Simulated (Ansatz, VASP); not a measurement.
# One calculation of ZnO, two programs

File POSCAR:

```
ZnO
1.0
    3.2264988268      0.0000000001      0.0000000000
   -1.6132494134      2.7942299492      0.0000000000
    0.0000000000      0.0000000000     10.4726024573
Zn O
4 4
Direct
    0.0000000000      0.0000000000     -0.0006159410
    0.3333333333      0.6666666667      0.2495638050
    0.0000000000      0.0000000000      0.4993840590
    0.6666666667      0.3333333333      0.7495638050
    0.0000000000      0.0000000000      0.1881525593
    0.3333333333      0.6666666667      0.4378995767
    0.0000000000      0.0000000000      0.6881525593
    0.6666666667      0.3333333333      0.9378995767
```

The input INCAR.step1:

```
SYSTEM = ZnO
PREC = Accurate
ENCUT = 520
ISMEAR = 0
SIGMA = 0.01
LREAL = .False.
LASPH = .True.
NELM = 80
NBANDS = 46
GGA = PE
ALGO = Normal
EDIFF = 1E-4
LWAVE = .True.
LCHARG = .False.
```

Contents of INCAR.step2:

```
SYSTEM = ZnO
PREC = Accurate
ENCUT = 520
EDIFF = 1E-7
ISMEAR = 0
SIGMA = 0.01
LREAL = .False.
LASPH = .True.
NELM = 80
ALGO = Normal
ISIF = 2
LWAVE = .False.
LCHARG = .False.
METAGGA = R2SCAN
LMIXTAU = .True.
NBANDS = 46
ISTART = 1
```

The input KPOINTS:

```
Automatic mesh
0
Gamma
  12 12 4
  0 0 0
```

Input for Ansatz:

```yaml
crystal:
  lattice:
    - [3.2264988268, 1.0e-10, 0.0]
    - [-1.6132494134, 2.7942299492, 0.0]
    - [0.0, 0.0, 10.4726024573]
  atoms:
    - { symbol: Zn, position: [0.0, 0.0, -0.000615941] }
    - { symbol: Zn, position: [0.3333333333, 0.6666666667, 0.249563805] }
    - { symbol: Zn, position: [0.0, 0.0, 0.499384059] }
    - { symbol: Zn, position: [0.6666666667, 0.3333333333, 0.749563805] }
    - { symbol: O, position: [0.0, 0.0, 0.1881525593] }
    - { symbol: O, position: [0.3333333333, 0.6666666667, 0.4378995767] }
    - { symbol: O, position: [0.0, 0.0, 0.6881525593] }
    - { symbol: O, position: [0.6666666667, 0.3333333333, 0.9378995767] }
kpoints:
  mp_grid: { grid: [12, 12, 4] }
  band_path:
    path:
      - [0.0, 0.0, 0.0]
      - [0.5, 0.0, 0.0]
      - [0.3333333333, 0.3333333333, 0.0]
      - [0.0, 0.0, 0.5]
      - [0.5, 0.0, 0.5]
      - [0.3333333333, 0.3333333333, 0.5]
    npoints: 1
hamiltonian:
  xc: r2scan
scf:
  occupations: { method: fixed }
  n_extra_bands: 6
output:
  forces: true
  stress: true
  eigenvalues: true
  write_density: true
  write_potential: true
  elf: true
  volumetric_format: npy
```

Alike in both runs: task single point; functional r2SCAN; k mesh 12 × 12 × 4; no spin polarisation.

|  | VASP | Ansatz |
| --- | --- | --- |
| version | VASP 6.6.1 | Ansatz 0.2.0 |
| potentials or method | VASP PAW PBE potentials, release 64 (Zn, O) | plane waves, PAW |
| plane-wave cutoff (eV) | 520 | 500 |
| occupations | gaussian, width 0.01 eV | fixed |
| valence electrons in the cell | 72 | 72 |

|  | VASP | Ansatz | Ansatz less VASP |
| --- | --- | --- | --- |
| gap on the k mesh at the Fermi level (eV) | 1.18 | 1.18 | +0.002 |
| pressure (GPa) | 1.0 | 0.0 | -1.01 |
| rms of the force components (eV/Å) | 0.003 | 0.001 | -0.0028 |

VASP's potentials were made for PBE, not for r2SCAN. Atom by atom the forces differ by 0.004 eV/Å (rms over components).
